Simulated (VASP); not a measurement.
# Bi (Im-3m) in VASP: notebook

Runs on Bi. Level: PBEsol. Tasks: relaxation of cell and atoms.

Program: VASP 6.6.1. These are calculated values, not measurements. Logs are shortened: lines on timing, memory, paths and dates and some standing lists are left out, and cuts for length are marked.

**1. The cell of the first run**

The structure is cubic, space group Im-3m (No. 229). The conventional cell has a = 3.656 Å, b = 3.656 Å, c = 3.656 Å, α = 90.00°, β = 90.00°, γ = 90.00°. Within 4.2 Å of Bi (site symmetry m-3m) lie 14 Bi at 3.17 to 3.66 Å.

**2. Relaxation of cell and atoms, PBEsol, target pressure 20.2 GPa, at which the enthalpy is minimised**

File INCAR:

```
SYSTEM = Bi
PREC     = Accurate       ! precision mode
ENCUT    = 600            ! plane-wave cutoff, eV
EDIFF    = 1E-7           ! SCF threshold, eV
ISMEAR   = 0              ! smearing method
SIGMA    = 0.1            ! smearing width, eV
LREAL    = .False.        ! projectors in reciprocal space
LASPH    = .True.         ! aspherical terms in the spheres
NELM     = 80             ! most SCF steps
ALGO     = Normal         ! electronic algorithm
ISIF     = 3              ! what is computed and relaxed
LWAVE    = .False.        ! write WAVECAR
LCHARG   = .False.        ! write CHGCAR
GGA      = PS             ! functional
IBRION   = 2              ! ionic algorithm
NSW      = 80             ! ionic steps
EDIFFG   = -0.05          ! ionic threshold
PSTRESS  = 202.0
```

File KPOINTS:

```
Automatic mesh
0
Gamma
  8 8 8
  0 0 0
```

File POSCAR:

```
Bi
1.0
   -1.8282284554      1.8282284554      1.8282284554
    1.8282284554     -1.8282284554      1.8282284554
    1.8282284554      1.8282284554     -1.8282284554
Bi
1
Direct
    0.0000000000      0.0000000000      0.0000000000
```

Potentials or basis: VASP PAW PBE potentials, release 64 (Bi_d).

Command:

```sh
> cat potpaw_PBE.64/Bi_d/POTCAR > POTCAR
> mpirun -np 1 vasp_std > vasp.out
```

OUTCAR:

```text
SYSTEM = Bi
   PREC = Accurate
   ENCUT = 600
   EDIFF = 1E-7
   ISMEAR = 0
   LREAL = .False.
   LASPH = .True.
   NELM = 80
   ISIF = 3
   GGA = PS
   IBRION = 2
   NSW = 80
   EDIFFG = -0.05
   PSTRESS = 202.0

 ion  position               nearest neighbor table
   1  0.000  0.000  0.000-

  LATTYP: Found a body centered cubic cell.
 ALAT       =     3.6564569108

  Lattice vectors:

 A1 = (  -1.8282284554,   1.8282284554,   1.8282284554)
 A2 = (   1.8282284554,  -1.8282284554,   1.8282284554)
 A3 = (   1.8282284554,   1.8282284554,  -1.8282284554)

Analysis of symmetry for initial positions (statically):
=====================================================================
 Subroutine PRICEL returns:
 Original cell was already a primitive cell.

 Routine SETGRP: Setting up the symmetry group for a
 body centered cubic supercell.

 Subroutine GETGRP returns: Found 48 space group operations
 (whereof 48 operations were pure point group operations)
 out of a pool of 48 trial point group operations.

The static configuration has the point symmetry O_h .

Analysis of symmetry for dynamics (positions and initial velocities):
=====================================================================
 Subroutine PRICEL returns:
 Original cell was already a primitive cell.

 Routine SETGRP: Setting up the symmetry group for a
 body centered cubic supercell.

 Subroutine GETGRP returns: Found 48 space group operations
 (whereof 48 operations were pure point group operations)
 out of a pool of 48 trial point group operations.

The dynamic configuration has the point symmetry O_h .

 Subroutine INISYM returns: Found 48 space group operations
 (whereof 48 operations are pure point group operations),
 and found     1 'primitive' translations

----------------------------------------------------------------------------------------

                                     Primitive cell

  volume of cell :      24.4428

  direct lattice vectors                    reciprocal lattice vectors
    -1.828228455  1.828228455  1.828228455     0.000000000  0.273488797  0.273488797
     1.828228455 -1.828228455  1.828228455     0.273488797  0.000000000  0.273488797
     1.828228455  1.828228455 -1.828228455     0.273488797  0.273488797  0.000000000

  length of vectors
     3.166584573  3.166584573  3.166584573     0.386771565  0.386771565  0.386771565

  position of ions in fractional coordinates (direct lattice)
     0.000000000  0.000000000  0.000000000

[... 85 lines left out ...]
   PSTRESS=  202.0 pullay stress
   NELECT =      15.0000    total number of electrons
   NUPDOWN=      -1.0000    fix difference up-down
   EMIN   =  10.00;   EMAX   =-10.00  energy-range for DOS
   EFERMI =   0.00;   METHOD = LEGACY
   ISMEAR =     0;   SIGMA  =   0.10  broadening in eV -4-tet -1-fermi 0-gaus
   EFERMI_NEDOS =   21; number of points for ismear=-14 and -15
   IALGO  =     38    algorithm
   IMIX   =      4    mixing-type and parameters
     AMIX     =   0.40;   BMIX     =  1.00
     AMIX_MAG =   1.60;   BMIX_MAG =  1.00
  volume/ion in A,a.u.               =      24.44       164.95
  Fermi-wavevector in a.u.,A,eV,Ry     =   1.391195  2.628978 26.333050  1.935425
  Thomas-Fermi vector in A             =   2.515058
   LORBIT       =      0    0 simple, 1 ext, 2 COOP (PROOUT), +10 PAW based schemes
   GGA     = PS    functional components
   LHFCALC =     F    Hartree Fock is set to
   AEXX    =    0.0000 exact exchange contribution
   IVDW    =     0    specifies the selected vdW correction
   LEPSILON=     F    determine dielectric tensor
   LRPA    =     F    only Hartree local field effects (RPA)
 conjugate gradient relaxation of ions
 non-spin polarized calculation
 Gauss-broadening in eV      SIGMA  =   0.10
  energy-cutoff  :      600.00
  volume of cell :       24.44
 maximum number of plane-waves:       856
 NGX is ok and might be reduce to    28
   NGX = 13   NGY = 13   NGZ = 13

 number of electron      15.0000000 magnetization

 Free energy of the ion-electron system (eV)
  ---------------------------------------------------
  ext. energy  EPLUGINS =         0.00000000
  ---------------------------------------------------
  free energy    TOTEN  =        -3.90915414 eV

  energy without entropy =       -3.90576610  energy(sigma->0) =       -3.90746012

 E-fermi :  11.0211     XC(G=0): -11.6437

 val. band max:       10.9012571710   @ k =  -0.3750   0.3750   0.2500
 cond. band min:      11.0338634031   @ k =  -0.2500   0.3750   0.1250
 fundamental gap:      0.1326062321
 Fermi energy:        11.0211286518

 k-point     1 :       0.0000    0.0000    0.0000
  band No.  band energies     occupation
      1     -12.1241      2.00000
      2     -12.1241      2.00000
      3     -12.1241      2.00000
      4     -11.8446      2.00000
      5     -11.8446      2.00000
      6      -4.3890      2.00000
      7      18.2320      0.00000
      8      18.2320      0.00000
      9      18.2320      0.00000
     10      21.5389      0.00000
     11      21.5389      0.00000
[... 309 lines left out ...]
 k-point    24 :      -0.3750    0.3750    0.2500
  band No.  band energies     occupation
      1     -12.0663      2.00000
      2     -11.9875      2.00000
      3     -11.9630      2.00000
      4     -11.8745      2.00000
      5     -11.7626      2.00000
      6       0.2237      2.00000
      7       7.8996      2.00000
      8      10.9013      1.90997
      9      11.8668      0.00000
     10      16.5320      0.00000
     11      21.4185      0.00000

 [... further k-points ...]

------------------------ aborting loop because EDIFF is reached ----------------------------------------

  FORCE on cell =-STRESS in cart. coord.  units (eV):
  Direction    XX          YY          ZZ          XY          YZ          ZX
  --------------------------------------------------------------------------------------
  -------------------------------------------------------------------------------------
  Total        3.0796819      3.0796819      3.0796819      0.0000000     -0.0000000     -0.0000000
  in kB      201.8668724    201.8668724    201.8668724      0.0000000     -0.0000000     -0.0000000
  external PRESSURE =      -0.1331276 kB  Pullay stress =     202.0000000 kB

 VOLUME and BASIS-vectors are now :
 -----------------------------------------------------------------------------
  energy-cutoff  :      600.00
  volume of cell :       24.44
      direct lattice vectors                 reciprocal lattice vectors
    -1.828228455  1.828228455  1.828228455     0.000000000  0.273488797  0.273488797
     1.828228455 -1.828228455  1.828228455     0.273488797  0.000000000  0.273488797
     1.828228455  1.828228455 -1.828228455     0.273488797  0.273488797  0.000000000

 POSITION                                       TOTAL-FORCE (eV/Angst)
 -----------------------------------------------------------------------------------
      0.00000      0.00000      0.00000         0.000000     -0.000000      0.000000
 -----------------------------------------------------------------------------------
    total drift:                               -0.000000     -0.000000     -0.000000

  FREE ENERGIE OF THE ION-ELECTRON SYSTEM (eV)
  ---------------------------------------------------
  free  energy   TOTEN  =        -3.9091541450 eV

  energy  without entropy=       -3.9057660987  energy(sigma->0) =       -3.90746012

  enthalpy is  TOTEN    =        -0.8274412824 eV   P V=        3.0817128625

 reached required accuracy - stopping structural energy minimisation
```

Wall time 14 s (1 thread of Intel Xeon 8259CL, shared host); peak memory 0.16 GiB.

What came out:

```
Free energy             : -3.9092 eV
Pressure after relaxing : 20.2 GPa
```

Final structure:
```
Bi
1.0
    -1.82823    1.82823    1.82823
     1.82823   -1.82823    1.82823
     1.82823    1.82823   -1.82823
Bi
1
Direct
  0.00000 0.00000 0.00000
```

Caveat: the relaxation stopped at its first step, so nothing moved; the cell is relaxed towards a set pressure, so the enthalpy falls and the energy may rise; the PAW data sets were made with another functional, which shifts forces and pressure a little; spin-orbit coupling is left out, which moves the levels of the heavy elements.

**3. Relaxation of cell and atoms, PBEsol, target pressure 10.1 GPa, at which the enthalpy is minimised**

This run uses another cell than the first one, of 26.48 Å³/atom, 1.083 times its volume.

INCAR, as its differences from that of step 2:

```diff
@@ -17,2 +17,2 @@
 EDIFFG   = -0.05          ! ionic threshold
-PSTRESS  = 202.0
+PSTRESS  = 101.0
```

KPOINTS is that of step 2.

File POSCAR:

```
Bi
1.0
   -1.8777521352      1.8777521352      1.8777521352
    1.8777521352     -1.8777521352      1.8777521352
    1.8777521352      1.8777521352     -1.8777521352
Bi
1
Direct
    0.0000000000      0.0000000000      0.0000000000
```

Potentials or basis: VASP PAW PBE potentials, release 64 (Bi_d).

Command:

```sh
> cat potpaw_PBE.64/Bi_d/POTCAR > POTCAR
> mpirun -np 1 vasp_std > vasp.out
```

OUTCAR:

```text
SYSTEM = Bi
   PREC = Accurate
   ENCUT = 600
   EDIFF = 1E-7
   ISMEAR = 0
   LREAL = .False.
   LASPH = .True.
   NELM = 80
   ISIF = 3
   GGA = PS
   IBRION = 2
   NSW = 80
   EDIFFG = -0.05
   PSTRESS = 101.0

 ion  position               nearest neighbor table
   1  0.000  0.000  0.000-

  LATTYP: Found a body centered cubic cell.
 ALAT       =     3.7555042704

  Lattice vectors:

 A1 = (  -1.8777521352,   1.8777521352,   1.8777521352)
 A2 = (   1.8777521352,  -1.8777521352,   1.8777521352)
 A3 = (   1.8777521352,   1.8777521352,  -1.8777521352)

Analysis of symmetry for initial positions (statically):
=====================================================================
 Subroutine PRICEL returns:
 Original cell was already a primitive cell.

 Routine SETGRP: Setting up the symmetry group for a
 body centered cubic supercell.

 Subroutine GETGRP returns: Found 48 space group operations
 (whereof 48 operations were pure point group operations)
 out of a pool of 48 trial point group operations.

The static configuration has the point symmetry O_h .

Analysis of symmetry for dynamics (positions and initial velocities):
[... 173 lines left out ...]
      6      -4.8695      2.00000
      7      16.3025      0.00000
      8      16.3025      0.00000
      9      16.3025      0.00000
     10      20.3833      0.00000
     11      20.3833      0.00000
[... 309 lines left out ...]
 k-point    24 :      -0.3750    0.3750    0.2500
  band No.  band energies     occupation
      1     -13.1557      2.00000
      2     -13.0962      2.00000
      3     -13.0785      2.00000
      4     -13.0090      2.00000
      5     -12.9234      2.00000
      6      -0.7331      2.00000
      7       6.8387      2.00000
      8       9.7194      1.94933
      9      10.5282      0.00000
     10      15.2908      0.00000
     11      19.8960      0.00000

 [... further k-points ...]

------------------------ aborting loop because EDIFF is reached ----------------------------------------

  FORCE on cell =-STRESS in cart. coord.  units (eV):
  Direction    XX          YY          ZZ          XY          YZ          ZX
  --------------------------------------------------------------------------------------
  -------------------------------------------------------------------------------------
  Total        1.6686803      1.6686803      1.6686803      0.0000000      0.0000000     -0.0000000
  in kB      100.9506098    100.9506098    100.9506098      0.0000000      0.0000000     -0.0000000
  external PRESSURE =      -0.0493902 kB  Pullay stress =     101.0000000 kB

 VOLUME and BASIS-vectors are now :
 -----------------------------------------------------------------------------
  energy-cutoff  :      600.00
  volume of cell :       26.48
      direct lattice vectors                 reciprocal lattice vectors
    -1.877752135  1.877752135  1.877752135     0.000000000  0.266275826  0.266275826
     1.877752135 -1.877752135  1.877752135     0.266275826  0.000000000  0.266275826
     1.877752135  1.877752135 -1.877752135     0.266275826  0.266275826  0.000000000

 POSITION                                       TOTAL-FORCE (eV/Angst)
 -----------------------------------------------------------------------------------
      0.00000      0.00000      0.00000         0.000000     -0.000000      0.000000
 -----------------------------------------------------------------------------------
    total drift:                               -0.000000     -0.000000     -0.000000

  FREE ENERGIE OF THE ION-ELECTRON SYSTEM (eV)
  ---------------------------------------------------
  free  energy   TOTEN  =        -4.0980843043 eV

  energy  without entropy=       -4.0945917587  energy(sigma->0) =       -4.09633803

  enthalpy is  TOTEN    =        -2.4285875611 eV   P V=        1.6694967432

 reached required accuracy - stopping structural energy minimisation
```

Run time: 14 s. Hardware: 1 thread of Intel Xeon 8259CL, shared host; peak memory 0.16 GiB.

Results:

```yaml
Free_energy: -4.0981 eV
Pressure_after_relaxing: 10.1 GPa
```

Final structure:
```
CELL_PARAMETERS angstrom
-1.87775 1.87775 1.87775
1.87775 -1.87775 1.87775
1.87775 1.87775 -1.87775
ATOMIC_POSITIONS crystal
Bi 0.00000 0.00000 0.00000
```

Levels at points of the mesh, in eV from the Fermi level:
```
           k point  band 3  band 4  band 5  band 6  band 7  band 8  band 9  band 10  band 11
(0.00, 0.00, 0.00)  -23.06  -22.85  -22.85  -14.73    6.44    6.44    6.44    10.53    10.53
(0.50, 0.00, 0.00)  -22.86  -22.86  -22.71  -10.67   -6.04    1.95    3.92     6.67     8.09
(0.50, 0.50, 0.50)  -22.74  -22.74  -22.74   -7.74   -2.14   -2.14   -2.14     3.43     3.43
```

Caveat: the relaxation stopped at its first step, so nothing moved; the cell is relaxed towards a set pressure, so the enthalpy falls and the energy may rise; the PAW data sets were made with another functional, which shifts forces and pressure a little; spin-orbit coupling is left out, which moves the levels of the heavy elements.

**4. Relaxation of cell and atoms, PBEsol, target pressure 10.1 GPa, at which the enthalpy is minimised**

This run uses another cell than the first one, of 31.12 Å³/atom, 1.273 times its volume.

File INCAR:

```
PREC = Accurate ; ENCUT = 600
EDIFF = 1E-7 ; ISMEAR = 0
SIGMA = 0.1 ; LREAL = F
LASPH = T ; NELM = 100
ALGO = Normal ; ISIF = 3
LWAVE = F ; LCHARG = F
GGA = PS ; IBRION = 2
NSW = 80 ; EDIFFG = -0.05
PSTRESS = 101.0
```

File KPOINTS:

```
Automatic mesh
0
Gamma
  8 8 8
```

File POSCAR:

```
Bi
1.0
   -1.9814305318      1.9814305318      1.9814305318
    1.9814305318     -1.9814305318      1.9814305318
    1.9814305318      1.9814305318     -1.9814305318
Bi
1
Direct
    0.0000000000      0.0000000000      0.0000000000
```

Command:

```sh
> cat potpaw_PBE.64/Bi_d/POTCAR > POTCAR
> mpirun -np 1 vasp_std > vasp.out
```

Wall time 52 s (1 thread of Intel Xeon 8259CL, shared host); peak memory 0.17 GiB.

It converged, with:

```yaml
Free_energy: -4.1018 eV
Relaxed_volume: 26.54 Å³/atom
Relaxed_cell: a = 3.255 Å, b = 3.255 Å, c = 3.255 Å, α = 109.47°, β = 109.47°, γ = 109.47°
Space_group_after_relaxing_to_0.05_Å: Im-3m (No. 229)
Energy_change_on_relaxing_the_enthalpy_is_what_falls: +84.6 meV/atom
Ionic_steps: 4
Pressure_after_relaxing: 9.9 GPa
```

Step by step:
| step | energy change (eV) | largest force (eV/Å) | pressure (GPa) | volume (Å³) |
| --- | --- | --- | --- | --- |
| 1 | 0.0000 | 0.0000 | -2.24 | 31.12 |
| 2 | 0.8366 | 0.0000 | 43.17 | 21.52 |
| 3 | 0.0729 | 0.0000 | 9.13 | 26.73 |
| 4 | 0.0846 | 0.0000 | 9.90 | 26.54 |

Final structure:
```xyz
1
Lattice="-1.8790 1.8790 1.8790 1.8790 -1.8790 1.8790 1.8790 1.8790 -1.8790" Properties=species:S:1:pos:R:3 pbc="T T T"
Bi    0.0000    0.0000    0.0000
```

Levels at points of the mesh, in eV from the Fermi level:
```csv
k point,band 3,band 4,band 5,band 6,band 7,band 8,band 9,band 10,band 11
"(0.00, 0.00, 0.00)",-23.06,-22.85,-22.85,-14.71,6.43,6.43,6.43,10.53,10.53
"(0.50, 0.00, 0.00)",-22.86,-22.86,-22.71,-10.66,-6.03,1.95,3.92,6.66,8.08
"(0.50, 0.50, 0.50)",-22.74,-22.74,-22.74,-7.75,-2.14,-2.14,-2.14,3.44,3.44
```

Caveat: the cell is relaxed towards a set pressure, so the enthalpy falls and the energy may rise; the PAW data sets were made with another functional, which shifts forces and pressure a little; spin-orbit coupling is left out, which moves the levels of the heavy elements.

**5. Relaxation of cell and atoms, PBEsol, target pressure 20.2 GPa, at which the enthalpy is minimised**

This run uses another cell than the first one, of 31.12 Å³/atom, 1.273 times its volume.

File INCAR:

```
PREC = Accurate
ENCUT = 600
EDIFF = 1E-6
ISMEAR = 0
SIGMA = 0.1
LREAL = False
LASPH = True
NELM = 60
ALGO = Normal
ISIF = 3
LWAVE = False
LCHARG = False
GGA = PS
IBRION = 2
NSW = 80
EDIFFG = -0.05
PSTRESS = 202.0
```

File KPOINTS:

```
regular mesh
0
Gamma
  8 8 8
```

POSCAR is that of step 4.

Command:

```sh
> cat potpaw_PBE.64/Bi_d/POTCAR > POTCAR
> mpirun -np 1 vasp_std > vasp.out
```

Run time: 70 s. Hardware: 1 thread of Intel Xeon 8259CL, shared host; peak memory 0.17 GiB.

It converged, with:

```
Free energy                                            : -3.9106 eV
Relaxed volume                                         : 24.45 Å³/atom
Relaxed cell                                           : a = 3.167 Å, b = 3.167 Å, c = 3.167 Å, α = 109.47°, β = 109.47°, γ = 109.47°
Space group after relaxing (to 0.05 Å)                 : Im-3m (No. 229)
Energy change on relaxing (the enthalpy is what falls) : +275.8 meV/atom
Ionic steps                                            : 5
Pressure after relaxing                                : 20.2 GPa
```

Step by step:
| step | energy change (eV) | largest force (eV/Å) | pressure (GPa) | volume (Å³) |
| --- | --- | --- | --- | --- |
| 1 | 0.0000 | 0.0000 | -2.22 | 31.12 |
| 2 | 4.7340 | 0.0000 | 196.04 | 15.34 |
| 3 | 0.1898 | 0.0000 | 15.84 | 25.22 |
| 4 | 0.2377 | 0.0000 | 18.34 | 24.77 |
| 5 | 0.2758 | 0.0000 | 20.18 | 24.45 |

Final structure:
```
CELL_PARAMETERS angstrom
-1.82843 1.82843 1.82843
1.82843 -1.82843 1.82843
1.82843 1.82843 -1.82843
ATOMIC_POSITIONS crystal
Bi 0.00000 0.00000 0.00000
```

Levels at points of the mesh, in eV from the Fermi level:
| k point | band 3 | band 4 | band 5 | band 6 | band 7 | band 8 | band 9 | band 10 | band 11 |
| --- | --- | --- | --- | --- | --- | --- | --- | --- | --- |
| (0.00, 0.00, 0.00) | -23.14 | -22.87 | -22.87 | -15.41 | 7.21 | 7.21 | 7.21 | 10.52 | 10.52 |
| (0.50, 0.00, 0.00) | -22.88 | -22.88 | -22.69 | -10.77 | -6.56 | 2.17 | 4.13 | 7.10 | 8.41 |
| (0.50, 0.50, 0.50) | -22.73 | -22.73 | -22.73 | -7.36 | -2.32 | -2.32 | -2.32 | 3.42 | 3.42 |

Caveat: the cell is relaxed towards a set pressure, so the enthalpy falls and the energy may rise; the volume moved by over 15 % at a fixed basis, so the end points are rough; the PAW data sets were made with another functional, which shifts forces and pressure a little; spin-orbit coupling is left out, which moves the levels of the heavy elements.

**6. The runs side by side**

```tsv
cell	gap on the mesh (eV)	pressure (GPa)
relaxed to 20.2 GPa from a = 3.167 Å, angles 109.5°, 1 atom	none	20.2
relaxed to 10.1 GPa from a = 3.252 Å, angles 109.5°, 1 atom	none	10.1
relaxed to 10.1 GPa from a = 3.432 Å, angles 109.5°, 1 atom	none	9.9
relaxed to 20.2 GPa from a = 3.432 Å, angles 109.5°, 1 atom	none	20.2
```

Alike in all rows: task relaxation of cell and atoms; level PBEsol; potentials or basis VASP PAW PBE potentials, release 64 (Bi_d); no spin polarisation; k mesh 8 × 8 × 8; cutoff (eV) 600; smearing gaussian 0.1 eV.

Caveats: the cell is relaxed towards a set pressure, so the enthalpy falls and the energy may rise; the PAW data sets were made with another functional, which shifts forces and pressure a little; spin-orbit coupling is left out, which moves the levels of the heavy elements; the relaxation stopped at its first step, so nothing moved (some runs); the volume moved by over 15 % at a fixed basis, so the end points are rough (some runs).

Absolute energies hang on the potentials; compare differences alone.
